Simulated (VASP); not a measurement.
## ScOF: single point with LDA

ScOF:

```xyz
6
Lattice="3.6275 0.0000 0.0000 0.0000 3.6275 0.0000 0.0000 0.0000 5.1722" Properties=species:S:1:pos:R:3 pbc="T T T"
Sc    1.8138    0.0000    3.6508
Sc    0.0000    1.8138    1.5214
O     0.0000    0.0000    2.5861
O     1.8138    1.8138    2.5861
F     1.8138    1.8138    0.0000
F     0.0000    0.0000    0.0000
```

```
Program             : VASP 6.6.1
Task                : single point
Functional          : LDA
Potentials or basis : VASP PAW LDA potentials, release 64 (Sc_sv, O, F)
Cutoff              : 520 eV
k mesh              : 5 × 5 × 4
Occupations         : methfessel-paxton, width 0.1 eV
Spin                : no spin polarisation
```

| Property | Result |
| --- | --- |
| Pressure | -11.1 GPa |
| Largest force | 0.125 eV/Å |
| Band gap on the k mesh | 4.24 eV (least direct gap 4.46 eV) |

Forces in eV/Å, atoms in the order of the input:
```
Sc   0.000  0.000 -0.125
Sc   0.000  0.000  0.125
O    0.000  0.000  0.000
O    0.000  0.000  0.000
F    0.000  0.000  0.000
F    0.000  0.000  0.000
```

Stress tensor (GPa, compression positive):
```
-11.20   0.00   0.00
  0.00 -11.20   0.00
  0.00   0.00 -10.94
```

Levels at points of the mesh, in eV from the valence-band top:
```tsv
k point	band 22	band 23	band 24	band 25	band 26	band 27
(0.00, 0.00, 0.00)	-0.62	-0.22	-0.22	4.24	4.54	5.01
(0.00, 0.00, 0.50)	-2.00	-0.11	-0.11	4.37	4.52	5.11
```

Wall time 40 s on 1 thread of AMD EPYC 7R13 Processor (Zen 3), on a shared host, peak memory 0.14 GiB.

Caveat: the cell stands under tension; an odd mesh through Γ misses points on the zone boundary, where band edges can lie.
